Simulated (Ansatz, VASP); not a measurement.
# One calculation of As, two programs

```xyz
2
Lattice="1.8808 1.0859 3.5141 -1.8808 1.0859 3.5141 0.0000 -2.1718 3.5141" Properties=species:S:1:pos:R:3 pbc="T T T"
As   -0.0564   -0.0326    8.1972
As    0.0564    0.0326    2.3450
```

Change from the starting cell: shortest bond scaled by 0.94, crystal datasets.

Alike in both runs: task electric field gradients; functional PBEsol; k mesh 10 × 10 × 10; occupations fermi-dirac, width 0.05 eV; no spin polarisation.

```csv
,VASP,Ansatz
version,VASP 6.6.1,Ansatz 0.2.0
potentials or method,"VASP PAW PBE potentials, release 64 (As), cutoff 520 eV","all-electron PAW with datasets made for the crystal, scalar-relativistic"
```

```csv
,VASP,Ansatz,Ansatz less VASP
pressure (GPa),3.4,2.9,-0.52
"traceless stress, the component that is largest in VASP (GPa)",-3.68,-3.56,+0.119
rms of the force components (eV/Å),0.934,0.882,-0.0519
size of Vzz on the site where it differs most (V/Å²),68.8,73.0,+4.19
```

VASP's potentials were made for PBE, not for PBEsol. Atom by atom the forces differ by 0.054 eV/Å (rms over components). Ansatz ran all-electron here, and VASP with PAW potentials.
